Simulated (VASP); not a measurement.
Runs of VASP 6.6.1 on Al. The structure is that of space group P6_3/mmc (No. 194), or close to it. The cells are those of the table. 

```csv
task,cell,cutoff (eV),smearing,k mesh for the DOS,occupations for the DOS,gap on the mesh (eV),pressure (GPa)
single point,"a = 2.815, b = 2.815, c = 4.647 Å, angles 90.0, 90.0, 120.0°, 2 atoms",520,fermi-dirac 0.08 eV,-,-,none,0.1
single point,"a = 2.276, b = 2.276, c = 3.699 Å, angles 90.0, 90.0, 120.0°, 2 atoms",520,tetrahedron,-,-,none,209.0
single point,"a = 2.741, b = 2.741, c = 4.510 Å, angles 90.0, 90.0, 120.0°, 2 atoms",520,fermi-dirac 0.08 eV,-,-,none,8.2
single point,"a = 2.277, b = 2.277, c = 3.696 Å, angles 90.0, 90.0, 120.0°, 2 atoms",520,fermi-dirac 0.08 eV,-,-,none,208.8
single point,"a = 2.483, b = 2.483, c = 4.062 Å, angles 90.0, 90.0, 120.0°, 2 atoms",520,fermi-dirac 0.08 eV,-,-,none,(b)
single point,"a = 2.573, b = 2.573, c = 4.228 Å, angles 90.0, 90.0, 120.0°, 2 atoms",520,fermi-dirac 0.08 eV,-,-,none,(a)
single point,"a = 2.172, b = 2.172, c = 3.513 Å, angles 90.0, 90.0, 120.0°, 2 atoms",520,fermi-dirac 0.08 eV,-,-,none,339.1
relaxation of shape and atoms at fixed volume,"relaxed from a = 2.656, b = 2.656, c = 4.385 Å, angles 90.0, 90.0, 120.0°, 2 atoms",600,fermi-dirac 0.08 eV,-,-,none,20.8
single point,"a = 2.659, b = 2.659, c = 4.376 Å, angles 90.0, 90.0, 120.0°, 2 atoms",520,fermi-dirac 0.08 eV,-,-,none,20.8
```

Alike in all rows: level LDA; potentials or basis VASP PAW LDA potentials, release 64 (Al); no spin polarisation; k mesh 15 × 15 × 8.

Task: Fill in the values left out.

Result: (a) 40.3; (b) 71.5.

A gap of «none» marks levels without a gap at the run's occupations.
